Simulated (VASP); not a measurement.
# SnTe (Pm-3m) in VASP: a series of runs, part 2 of 2

VASP 6.6.1. Earlier steps stand in the parts before.

**4. Single point, PBE**

INCAR

```
SYSTEM = SnTe
PREC = Accurate
ENCUT = 520
EDIFF = 1E-7
ISMEAR = 0
SIGMA = 0.013000000000000001
LREAL = .False.
LASPH = .True.
NELM = 80
ALGO = Normal
ISIF = 2
LWAVE = .False.
LCHARG = .False.
GGA = PE
NBANDS = 17
```

KPOINTS

```
regular mesh
0
Gamma
  7 7 7
  0 0 0
```

POSCAR

```
SnTe
1.0
    3.9047000000      0.0000000000      0.0000000000
    0.0000000000      3.9047000000      0.0000000000
    0.0000000000      0.0000000000      3.9047000000
Te Sn
1 1
Direct
    0.5000000000      0.5000000000      0.5000000000
    0.0000000000      0.0000000000      0.0000000000
```

Potentials or basis: VASP PAW PBE potentials, release 64 (Te, Sn_d).

Launch:

```console
cat potpaw_PBE.64/Te/POTCAR potpaw_PBE.64/Sn_d/POTCAR > POTCAR
mpirun -np 1 vasp_std > vasp.out
```

OUTCAR:

```text
SYSTEM = SnTe
   PREC = Accurate
   ENCUT = 520
   EDIFF = 1E-7
   ISMEAR = 0
   LREAL = .False.
   LASPH = .True.
   NELM = 80
   ISIF = 2
   GGA = PE

 ion  position               nearest neighbor table
   1  0.500  0.500  0.500-   2 3.38   2 3.38   2 3.38   2 3.38   2 3.38   2 3.38   2 3.38   2 3.38

   2  0.000  0.000  0.000-   1 3.38   1 3.38   1 3.38   1 3.38   1 3.38   1 3.38   1 3.38   1 3.38

  LATTYP: Found a simple cubic cell.
 ALAT       =     3.9047000000

  Lattice vectors:

 A1 = (   3.9047000000,   0.0000000000,   0.0000000000)
 A2 = (   0.0000000000,   3.9047000000,   0.0000000000)
 A3 = (   0.0000000000,   0.0000000000,   3.9047000000)

Analysis of symmetry for initial positions (statically):
=====================================================================
 Subroutine PRICEL returns:
 Original cell was already a primitive cell.

 Routine SETGRP: Setting up the symmetry group for a
 simple cubic supercell.

 Subroutine GETGRP returns: Found 48 space group operations
 (whereof 48 operations were pure point group operations)
 out of a pool of 48 trial point group operations.

The static configuration has the point symmetry O_h .

Analysis of symmetry for dynamics (positions and initial velocities):
=====================================================================
 Subroutine PRICEL returns:
 Original cell was already a primitive cell.

 Routine SETGRP: Setting up the symmetry group for a
 simple cubic supercell.

 Subroutine GETGRP returns: Found 48 space group operations
 (whereof 48 operations were pure point group operations)
 out of a pool of 48 trial point group operations.

The dynamic configuration has the point symmetry O_h .

 Subroutine INISYM returns: Found 48 space group operations
 (whereof 48 operations are pure point group operations),
 and found     1 'primitive' translations

----------------------------------------------------------------------------------------

                                     Primitive cell

  volume of cell :      59.5337

  direct lattice vectors                    reciprocal lattice vectors
     3.904700000  0.000000000  0.000000000     0.256101621  0.000000000  0.000000000
     0.000000000  3.904700000  0.000000000     0.000000000  0.256101621  0.000000000
     0.000000000  0.000000000  3.904700000     0.000000000  0.000000000  0.256101621

  length of vectors
     3.904700000  3.904700000  3.904700000     0.256101621  0.256101621  0.256101621

  position of ions in fractional coordinates (direct lattice)
     0.500000000  0.500000000  0.500000000
     0.000000000  0.000000000  0.000000000

  ion indices of the primitive-cell ions
   primitive index   ion index
                 1           1
                 2           2

----------------------------------------------------------------------------------------

 KPOINTS: regular mesh

Automatic generation of k-mesh.
 Grid dimensions read from file:
 generate k-points for:    7    7    7

 Generating k-lattice:

  Cartesian coordinates                     Fractional coordinates (reciprocal lattice)
     0.036585946  0.000000000  0.000000000     0.142857143  0.000000000  0.000000000
     0.000000000  0.036585946  0.000000000     0.000000000  0.142857143  0.000000000
     0.000000000  0.000000000  0.036585946     0.000000000  0.000000000  0.142857143

  Length of vectors
     0.036585946  0.036585946  0.036585946

  Shift w.r.t. Gamma in fractional coordinates (k-lattice)
     0.000000000  0.000000000  0.000000000

 Subroutine IBZKPT returns following result:
 ===========================================

 Found     20 irreducible k-points:

 Following reciprocal coordinates:
            Coordinates               Weight
  0.000000  0.000000  0.000000      1.000000
  0.142857  0.000000  0.000000      6.000000
  0.285714  0.000000  0.000000      6.000000
  0.428571  0.000000  0.000000      6.000000
  0.142857  0.142857  0.000000     12.000000
  0.285714  0.142857  0.000000     24.000000
[... 12 lines left out ...]
  0.428571  0.428571  0.285714     24.000000
  0.428571  0.428571  0.428571      8.000000
   k-points           NKPTS =     20   k-points in BZ     NKDIM =     20   number of bands    NBANDS=     17
   number of dos      NEDOS =    301   number of ions     NIONS =      2
   total plane-waves  NPLWV =  27000
   dimension x,y,z NGX =    30 NGY =   30 NGZ =   30
   dimension x,y,z NGXF=    60 NGYF=   60 NGZF=   60
   ions per type =               1   1
   NGX,Y,Z   is equivalent  to a cutoff of  12.77, 12.77, 12.77 a.u.
   NGXF,Y,Z  is equivalent  to a cutoff of  25.55, 25.55, 25.55 a.u.
 SYSTEM =  SnTe
   PREC   = accura    normal or accurate (medium, high low for compatibility)
   ISTART =      0    job   : 0-new  1-cont  2-samecut
   ICHARG =      2    charge: 1-file 2-atom 10-const
   ISPIN  =      1    spin polarized calculation?
   LNONCOLLINEAR =      F non collinear calculations
   LSORBIT =      F    spin-orbit coupling
   LASPH  =      T    aspherical Exc in radial PAW
   ENCUT  =  520.0 eV  38.22 Ry    6.18 a.u.   7.26  7.26  7.26*2*pi/ulx,y,z
   NELM   =     80;   NELMIN=  2; NELMDL= -5     # of ELM steps
   EDIFF  = 0.1E-06   stopping-criterion for ELM
   LREAL  =      F    real-space projection
   EDIFFG = 0.1E-05   stopping-criterion for IOM
   NSW    =      0    number of steps for IOM
   IBRION =     -1    ionic relax: 0-MD 1-quasi-New 2-CG
   NFREE  =      0    steps in history (QN), initial steepest desc. (CG)
   ISIF   =      2    stress and relaxation
   ISYM   =      2    0-nonsym 1-usesym 2-fastsym
   POTIM  = 0.5000    time-step for ionic-motion
   TEBEG  =    0.0;   TEEND  =   0.0 temperature during run
   PSTRESS=    0.0 pullay stress
   NELECT =      20.0000    total number of electrons
   NUPDOWN=      -1.0000    fix difference up-down
   EMIN   =  10.00;   EMAX   =-10.00  energy-range for DOS
   EFERMI =   0.00;   METHOD = LEGACY
   ISMEAR =     0;   SIGMA  =   0.01  broadening in eV -4-tet -1-fermi 0-gaus
   EFERMI_NEDOS =   21; number of points for ismear=-14 and -15
   IALGO  =     38    algorithm
   IMIX   =      4    mixing-type and parameters
     AMIX     =   0.40;   BMIX     =  1.00
     AMIX_MAG =   1.60;   BMIX_MAG =  1.00
  volume/ion in A,a.u.               =      29.77       200.88
  Fermi-wavevector in a.u.,A,eV,Ry     =   1.138057  2.150615 17.621893  1.295173
  Thomas-Fermi vector in A             =   2.274761
   LORBIT       =      0    0 simple, 1 ext, 2 COOP (PROOUT), +10 PAW based schemes
   GGA     = PE    functional components
   LHFCALC =     F    Hartree Fock is set to
   AEXX    =    0.0000 exact exchange contribution
   IVDW    =     0    specifies the selected vdW correction
   LEPSILON=     F    determine dielectric tensor
   LRPA    =     F    only Hartree local field effects (RPA)
 non-spin polarized calculation
 Gauss-broadening in eV      SIGMA  =   0.01
  energy-cutoff  :      520.00
  volume of cell :       59.53
 maximum number of plane-waves:      1614
 NGX is ok and might be reduce to    30
   NGX = 15   NGY = 15   NGZ = 15

 number of electron      19.9999983 magnetization

 Free energy of the ion-electron system (eV)
  ---------------------------------------------------
  ext. energy  EPLUGINS =         0.00000000
  ---------------------------------------------------
  free energy    TOTEN  =        -7.06763059 eV

  energy without entropy =       -7.06696209  energy(sigma->0) =       -7.06729634

 E-fermi :   6.9635     XC(G=0):  -9.8830

 val. band max:        6.9521003535   @ k =   0.4286   0.2857   0.2857
 cond. band min:       6.9689516194   @ k =   0.4286   0.2857   0.0000
 fundamental gap:      0.0168512659
 Fermi energy:         6.9634568817

 k-point     1 :       0.0000    0.0000    0.0000
  band No.  band energies     occupation
      1     -14.5260      2.00000
      2     -14.5260      2.00000
      3     -14.4895      2.00000
      4     -14.4895      2.00000
      5     -14.4895      2.00000
      6      -5.3088      2.00000
[... 9 lines left out ...]
     16      17.8949      0.00000
     17      17.8949      0.00000
[... 361 lines left out ...]
 k-point    20 :       0.4286    0.4286    0.4286
  band No.  band energies     occupation
      1     -14.5105      2.00000
      2     -14.5102      2.00000
      3     -14.5102      2.00000
      4     -14.4773      2.00000
      5     -14.4773      2.00000
      6      -2.9497      2.00000
[... 9 lines left out ...]
     16      19.7954      0.00000
     17      21.6352      0.00000

------------------------ aborting loop because EDIFF is reached ----------------------------------------

  FORCE on cell =-STRESS in cart. coord.  units (eV):
  Direction    XX          YY          ZZ          XY          YZ          ZX
  --------------------------------------------------------------------------------------
  -------------------------------------------------------------------------------------
  Total       -0.4376348     -0.4376348     -0.4376348      0.0000000      0.0000000     -0.0000000
  in kB      -11.7776718    -11.7776718    -11.7776718      0.0000000      0.0000000     -0.0000000
  external PRESSURE =     -11.7776718 kB  Pullay stress =       0.0000000 kB

 VOLUME and BASIS-vectors are now :
 -----------------------------------------------------------------------------
  energy-cutoff  :      520.00
  volume of cell :       59.53
      direct lattice vectors                 reciprocal lattice vectors
     3.904700000  0.000000000  0.000000000     0.256101621  0.000000000  0.000000000
     0.000000000  3.904700000  0.000000000     0.000000000  0.256101621  0.000000000
     0.000000000  0.000000000  3.904700000     0.000000000  0.000000000  0.256101621

 POSITION                                       TOTAL-FORCE (eV/Angst)
 -----------------------------------------------------------------------------------
      1.95235      1.95235      1.95235         0.000000      0.000000      0.000000
      0.00000      0.00000      0.00000         0.000000      0.000000      0.000000
 -----------------------------------------------------------------------------------
    total drift:                                0.000000     -0.000000     -0.000000

  FREE ENERGIE OF THE ION-ELECTRON SYSTEM (eV)
  ---------------------------------------------------
  free  energy   TOTEN  =        -7.0676305943 eV

  energy  without entropy=       -7.0669620942  energy(sigma->0) =       -7.06729634
```

OSZICAR:

```text
N       E                     dE             d eps       ncg     rms          rms(c)
DAV:   1     0.122749902709E+03    0.12275E+03   -0.95439E+03   682   0.137E+03
DAV:   2     0.365918723160E+01   -0.11909E+03   -0.11566E+03   728   0.337E+02
DAV:   3    -0.683383697529E+01   -0.10493E+02   -0.10404E+02   834   0.859E+01
DAV:   4    -0.714073212511E+01   -0.30690E+00   -0.30571E+00   828   0.149E+01
DAV:   5    -0.715213046357E+01   -0.11398E-01   -0.11396E-01   975   0.285E+00    0.447E+00
DAV:   6    -0.707030530317E+01    0.81825E-01   -0.25568E-01   904   0.324E+00    0.289E+00
DAV:   7    -0.706796917697E+01    0.23361E-02   -0.21169E-02   744   0.853E-01    0.150E+00
DAV:   8    -0.706781683579E+01    0.15234E-03   -0.46881E-03   826   0.369E-01    0.287E-01
DAV:   9    -0.706766390050E+01    0.15294E-03   -0.95679E-04   966   0.165E-01    0.160E-01
DAV:  10    -0.706872917964E+01   -0.10653E-02   -0.20383E-03   899   0.270E-01    0.220E-01
DAV:  11    -0.706770410934E+01    0.10251E-02   -0.21882E-03   913   0.248E-01    0.501E-02
DAV:  12    -0.706765792457E+01    0.46185E-04   -0.89030E-05   737   0.545E-02    0.360E-02
DAV:  13    -0.706763889192E+01    0.19033E-04   -0.14641E-05   836   0.191E-02    0.173E-02
DAV:  14    -0.706763322002E+01    0.56719E-05   -0.37334E-06   857   0.792E-03    0.872E-03
DAV:  15    -0.706763093825E+01    0.22818E-05   -0.20615E-06   899   0.596E-03    0.283E-03
DAV:  16    -0.706763073137E+01    0.20688E-06   -0.31174E-07   736   0.236E-03    0.202E-03
DAV:  17    -0.706763062068E+01    0.11069E-06   -0.39675E-08   378   0.891E-04    0.345E-04
DAV:  18    -0.706763059434E+01    0.26338E-07   -0.75008E-09   358   0.634E-04
   1 F= -.70676306E+01 E0= -.70672963E+01  d E =-.668500E-03
```

stdout:

```text
POSCAR found type information on POSCAR TeSn
 POSCAR found :  2 types and       2 ions
 scaLAPACK will be used
 LDA part: xc-table for (Slater+PW92), standard interpolation
 POSCAR, INCAR and KPOINTS ok, starting setup
 FFT: planning ... GRIDC
 FFT: planning ... GRID_SOFT
 FFT: planning ... GRID
 WAVECAR not read
 entering main loop
```

Wall time 34 s (1 thread of Intel Xeon Platinum 8259CL at 2.50GHz (Skylake/Cascade Lake), shared host); peak memory 0.17 GiB.

Results:

```yaml
Free_energy: -7.0676 eV
Pressure: -1.2 GPa
Band_gap_on_the_k_mesh: zero (band 10 reaches 7.21 eV, above the bottom of band 11 at 6.18 eV)
```

Levels at points of the mesh, in eV from the Fermi level:
| k point | band 7 | band 8 | band 9 | band 10 | band 11 | band 12 | band 13 | band 14 |
| --- | --- | --- | --- | --- | --- | --- | --- | --- |
| (0.00, 0.00, 0.00) | -5.23 | -1.67 | -1.67 | -1.67 | 3.66 | 3.66 | 5.43 | 5.43 |

Caveat: spin-orbit coupling is left out, which moves the levels of the heavy elements.

**5. Overview**

| level | spin | k mesh | smearing | gap on the mesh (eV) | pressure (GPa) |
| --- | --- | --- | --- | --- | --- |
| PBEsol+D3(BJ) | off | 7 × 7 × 7 | gaussian 0.1 eV | none | -6.0 |
| BLYP+D3(BJ) | non-collinear, zero start, SOC | 5 × 5 × 5 | gaussian 0.05 eV | - | -0.4 |
| PBE | off | 7 × 7 × 7 | gaussian 0.013 eV | none | -1.2 |

Alike in all rows: task single point; potentials or basis VASP PAW PBE potentials, release 64 (Te, Sn_d); cell as given; cutoff (eV) 520.

The pressure there spans -6.0 GPa (PBEsol+D3(BJ)) to -0.4 GPa (BLYP+D3(BJ)); a positive pressure means that this level wants a larger cell, a negative one a smaller.

Caveats: the PAW data sets were made with another functional, which shifts forces and pressure a little (some runs); spin-orbit coupling is left out, which moves the levels of the heavy elements (some runs); pairwise dispersion overbinds metals, which lowers pressure and volume (some runs).

Absolute energies hang on the potentials; compare differences alone.
